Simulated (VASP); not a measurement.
Wanted: the native input for a VASP 6.6.1 run.

```yaml
Task: single point
Functional: r2SCAN
Potentials_or_basis: VASP PAW PBE potentials, release 64 (Ga_d, C)
Cutoff: 520 eV
k_mesh: 6 × 6 × 4
Occupations: gaussian, width 0.1 eV
Spin: no spin polarisation
Dipole_correction: no
Further_INCAR_settings: ALGO = Normal; EDIFF = 1e-06; NBANDS = 25
```

The system is GaC.

```xyz
4
Lattice="3.4166 0.0000 0.0000 -1.7083 2.9588 0.0000 0.0000 0.0000 5.4715" Properties=species:S:1:pos:R:3 pbc="T T T"
Ga    0.0000    1.9726    0.0000
Ga    1.7083    0.9863    2.7358
C     0.0000    1.9726    2.0907
C     1.7083    0.9863    4.8264
```

The input as run:

POSCAR

```
GaC
1.0
    3.4165663148      0.0000000000      0.0000000000
   -1.7082831574      2.9588332223      0.0000000000
    0.0000000000      0.0000000000      5.4715131321
Ga C
2 2
Direct
    0.3333333333      0.6666666667      0.0000000000
    0.6666666667      0.3333333333      0.5000000000
    0.3333333333      0.6666666667      0.3821000000
    0.6666666667      0.3333333333      0.8821000000
```

INCAR.step1

```
PREC = Accurate
ENCUT = 520
ISMEAR = 0
SIGMA = 0.1
LREAL = False
LASPH = True
NELM = 80
NBANDS = 25
GGA = PE
ALGO = Normal
EDIFF = 1E-4
LWAVE = True
LCHARG = False
```

INCAR.step2

```
PREC = Accurate
ENCUT = 520
EDIFF = 1E-6
ISMEAR = 0
SIGMA = 0.1
LREAL = False
LASPH = True
NELM = 80
ALGO = Normal
ISIF = 2
LWAVE = False
LCHARG = False
METAGGA = R2SCAN
LMIXTAU = True
NBANDS = 25
ISTART = 1
```

KPOINTS

```
regular mesh
0
Gamma
  6 6 4
```

Potentials or basis: VASP PAW PBE potentials, release 64 (Ga_d, C).

Run with:

```sh
$ cat potpaw_PBE.64/Ga_d/POTCAR potpaw_PBE.64/C/POTCAR > POTCAR
$ cp INCAR.step1 INCAR
$ mpirun -np 1 vasp_std > vasp.out
$ cp INCAR.step2 INCAR
$ mpirun -np 1 vasp_std > vasp.out
```

It gave:

The pressure is -10.1 GPa, the largest force is 0.076 eV/Å and the band gap on the k mesh is zero (bands 17 and 18 overlap by 2.99 eV).

Caveat: the cell stands under tension; the PAW data sets were made with another functional, which shifts forces and pressure a little.

It took 70 s on 1 thread of Intel(R) Xeon(R) 6975P-C (Granite Rapids) (shared host), peak memory 0.19 GiB.
